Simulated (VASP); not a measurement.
A run of VASP 6.6.1 is set up as follows.

INCAR

```
SYSTEM = W
PREC = Accurate
ENCUT = 520
EDIFF = 1E-7
ISMEAR = -1
SIGMA = 0.05
LREAL = .False.
LASPH = .True.
NELM = 100
ALGO = Normal
ISIF = 2
LWAVE = .False.
LCHARG = .False.
NBANDS = 13
```

The input KPOINTS:

```
Automatic mesh
0
Gamma
  14 14 14
  0 0 0
```

File POSCAR:

```
W
1.0
    0.0000000000      1.9955865722      1.9955865722
    1.9955865722      0.0000000000      1.9955865722
    1.9955865722      1.9955865722      0.0000000000
W
1
Direct
    0.0000000000      0.0000000000      0.0000000000
```

Potentials or basis: VASP PAW LDA potentials, release 64 (W_sv).

The run is started by

```sh
$ cat potpaw_LDA.64/W_sv/POTCAR > POTCAR
$ mpirun -np 1 vasp_std > vasp.out
```

Q: What does it give for the pressure?

A: -2.3 GPa.

Q: Predict the band gap on the k mesh.

A: Zero (band 7 reaches 14.18 eV, above the bottom of band 8 at 10.18 eV).

Caveat: spin-orbit coupling is left out, which moves the levels of the heavy elements.
